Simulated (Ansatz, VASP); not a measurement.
**Al2Cu in VASP and in Ansatz**

Contents of INCAR:

```
SYSTEM = Al2Cu
PREC = Accurate ; ENCUT = 520
EDIFF = 1E-6 ; ISMEAR = 0
SIGMA = 0.15 ; LREAL = .False.
LASPH = .True. ; NELM = 60
ALGO = Fast ; ISIF = 2
LWAVE = .False. ; LCHARG = .False.
GGA = PE ; NBANDS = 26
```

Contents of KPOINTS:

```
regular mesh
0
Gamma
  10 10 10
  0 0 0
```

The input POSCAR:

```
Al2Cu
1.0
   -2.8748500000      2.8748500000      2.3924500000
    2.8748500000     -2.8748500000      2.3924500000
    2.8748500000      2.8748500000     -2.3924500000
Al Cu
4 2
Direct
    0.1587211657      0.6587211657      0.8174423314
    0.6587211657      0.8412788343      0.5000000000
    0.8412788343      0.3412788343      0.1825576686
    0.3412788343      0.1587211657      0.5000000000
    0.7500000000      0.7500000000      0.0000000000
    0.2500000000      0.2500000000      0.0000000000
```

Input for Ansatz:

```yaml
crystal:
  lattice:
    - [-2.87485, 2.87485, 2.39245]
    - [2.87485, -2.87485, 2.39245]
    - [2.87485, 2.87485, -2.39245]
  atoms:
    - { symbol: Al, position: [0.1587211657, 0.6587211657, 0.8174423314] }
    - { symbol: Al, position: [0.6587211657, 0.8412788343, 0.5] }
    - { symbol: Al, position: [0.8412788343, 0.3412788343, 0.1825576686] }
    - { symbol: Al, position: [0.3412788343, 0.1587211657, 0.5] }
    - { symbol: Cu, position: [0.75, 0.75, 0.0] }
    - { symbol: Cu, position: [0.25, 0.25, 0.0] }
basis:
  ecutwfc: 520.0
kpoints:
  mp_grid: { grid: [10, 10, 10] }
hamiltonian:
  xc: pbe
  pseudopotentials: { kind: paw, azcp: { folder: soft_1 } }
scf:
  occupations: { method: gaussian, width: 0.15 }
output:
  forces: true
  stress: true
  eigenvalues: true
```

Alike in both runs: task single point; functional PBE; k mesh 10 × 10 × 10; occupations gaussian, width 0.15 eV; no spin polarisation.

|  | VASP | Ansatz |
| --- | --- | --- |
| version | VASP 6.6.1 | Ansatz 0.2.0 |
| potentials or method | VASP PAW PBE potentials, release 64 (Al, Cu), cutoff 520 eV | scalar-relativistic, plane waves, PAW |
| valence electrons in the cell | 34 | 50 |

|  | VASP | Ansatz | Ansatz less VASP |
| --- | --- | --- | --- |
| gap on the k mesh at the Fermi level (eV) | none | none | - |
| pressure (GPa) | 16.6 | 16.3 | -0.27 |
| traceless stress, the component that is largest in VASP (GPa) | -3.70 | -3.76 | -0.054 |
| rms of the force components (eV/Å) | 0.011 | 0.012 | +0.0011 |

Atom by atom the forces differ by 0.001 eV/Å (rms over components). A gap of «none» marks a metal or a gap that the smearing closes. VASP's potentials hold 34 valence electrons a cell and Ansatz's 50, so a difference there can come from the potentials and not from the codes.
